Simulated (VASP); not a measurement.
Here is a VASP 6.6.1 calculation.

Contents of INCAR:

```
PREC = Accurate
ENCUT = 520
EDIFF = 1E-7
ISMEAR = 0
SIGMA = 0.1
LREAL = Auto
LASPH = True
NELM = 80
ALGO = Fast
ISIF = 2
LWAVE = False
LCHARG = True
LDIPOL = True
IDIPOL = 3
DIPOL = 0.5 0.5 0.500
GGA = PS
LELF = True
LVHAR = True
LVACPOTAV = True
NBANDS = 163
```

Contents of KPOINTS:

```
Automatic mesh
0
Gamma
  7 7 1
```

Contents of POSCAR:

```
Si6Mo19
1.0
    4.8615851673      0.0000000000      0.0000000000
    0.0000000000      4.8615851673      0.0000000000
    0.0000000000      0.0000000000     29.5847555020
Mo Si
19 6
Direct
    0.0000000000      0.5000000000      0.2535089397
    0.2500000000      0.0000000000      0.2945907831
    0.7500000000      0.0000000000      0.2945907831
    0.0000000000      0.5000000000      0.3356726265
    0.5000000000      0.2500000000      0.3767544699
    0.5000000000      0.7500000000      0.3767544699
    0.0000000000      0.5000000000      0.4178363132
    0.2500000000      0.0000000000      0.4589181566
    0.7500000000      0.0000000000      0.4589181566
    0.0000000000      0.5000000000      0.5000000000
    0.5000000000      0.2500000000      0.5410818434
    0.5000000000      0.7500000000      0.5410818434
    0.0000000000      0.5000000000      0.5821636868
    0.2500000000      0.0000000000      0.6232455301
    0.7500000000      0.0000000000      0.6232455301
    0.0000000000      0.5000000000      0.6643273735
    0.5000000000      0.2500000000      0.7054092169
    0.5000000000      0.7500000000      0.7054092169
    0.0000000000      0.5000000000      0.7464910603
    0.5000000000      0.5000000000      0.2945907831
    0.0000000000      0.0000000000      0.3767544699
    0.5000000000      0.5000000000      0.4589181566
    0.0000000000      0.0000000000      0.5410818434
    0.5000000000      0.5000000000      0.6232455301
    0.0000000000      0.0000000000      0.7054092169
```

Potentials or basis: VASP PAW PBE potentials, release 64 (Mo_sv, Si).

Command:

```bash
$ cat potpaw_PBE.64/Mo_sv/POTCAR potpaw_PBE.64/Si/POTCAR > POTCAR
$ mpirun -np 1 vasp_std > vasp.out
```

Task: What does it give for the band gap on the k mesh?

Result: Zero (bands 145 and 146 overlap by 1.50 eV).

Task: Estimate the largest force.

Result: 2.340 eV/Å.

Forces on the atoms (eV/Å):
```
Mo   0.000  0.000  2.340
Mo  -0.041  0.000  0.172
Mo   0.041  0.000  0.172
Mo   0.000  0.000 -1.507
Mo   0.000 -0.060 -0.228
Mo   0.000  0.060 -0.228
Mo   0.000  0.000  0.306
Mo   0.010  0.000  0.017
Mo  -0.010  0.000  0.017
Mo   0.000  0.000  0.000
Mo   0.000 -0.010 -0.017
Mo   0.000  0.010 -0.017
Mo   0.000  0.000 -0.306
Mo   0.060  0.000  0.228
Mo  -0.060  0.000  0.228
Mo   0.000  0.000  1.507
Mo   0.000  0.041 -0.172
Mo   0.000 -0.041 -0.172
Mo   0.000  0.000 -2.340
Si   0.000  0.000 -0.846
Si   0.000  0.000 -0.311
Si   0.000  0.000 -0.034
Si   0.000  0.000  0.034
Si   0.000  0.000  0.311
Si   0.000  0.000  0.846
```

Caveat: the PAW data sets were made with another functional, which shifts forces and pressure a little.
